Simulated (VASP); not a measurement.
A run of VASP 6.6.1 is set up as follows.

Contents of INCAR:

```
  PREC = Accurate
  ENCUT = 600
  EDIFF = 1E-6
  ISMEAR = 0
  SIGMA = 0.1
  LREAL = F
  LASPH = T
  NELM = 120
  ALGO = Normal
  ISIF = 2
  LWAVE = F
  LCHARG = F
  NBANDS = 12
  GGA_COMPAT = F
```

The input KPOINTS:

```
regular mesh
0
Gamma
  12 12 12
```

File POSCAR:

```
Cu
1.0
    0.0000000000      1.7499922416      1.7499922416
    1.7499922416      0.0000000000      1.7499922416
    1.7499922416      1.7499922416      0.0000000000
Cu
1
Direct
    0.0000000000      0.0000000000      0.0000000000
```

Potentials or basis: VASP PAW LDA potentials, release 64 (Cu).

The run is started by

```bash
$ cat potpaw_LDA.64/Cu/POTCAR > POTCAR
$ mpirun -np 1 vasp_std > vasp.out
```

Q: What does it give for the pressure?

A: 3.9 GPa.
